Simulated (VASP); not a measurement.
Here is a VASP 6.6.1 calculation.

The input INCAR:

```
  ALGO = Normal
  EDIFF = 1E-7
  ENCUT = 520
  GGA = PE
  ISIF = 2
  ISMEAR = 0
  LASPH = T
  LCHARG = F
  LREAL = F
  LWAVE = F
  NBANDS = 15
  NELM = 60
  PREC = Accurate
  SIGMA = 0.02
```

The input KPOINTS:

```
k-points
0
Gamma
  8 8 8
```

POSCAR

```
CaSe
1.0
    0.0000000000      2.8550785524      2.8550785524
    2.8550785524      0.0000000000      2.8550785524
    2.8550785524      2.8550785524      0.0000000000
Ca Se
1 1
Direct
    0.0000000000      0.0000000000      0.0000000000
    0.5000000000      0.5000000000      0.5000000000
```

Potentials or basis: VASP PAW PBE potentials, release 64 (Ca_sv, Se).

Command:

```sh
$ cat potpaw_PBE.64/Ca_sv/POTCAR potpaw_PBE.64/Se/POTCAR > POTCAR
$ mpirun -np 1 vasp_std > vasp.out
```

(1) Predict the pressure.

(2) Predict the band gap on the k mesh.

Results:

(1) 8.2 GPa.

(2) 1.73 eV, indirect (least direct gap 2.77 eV).
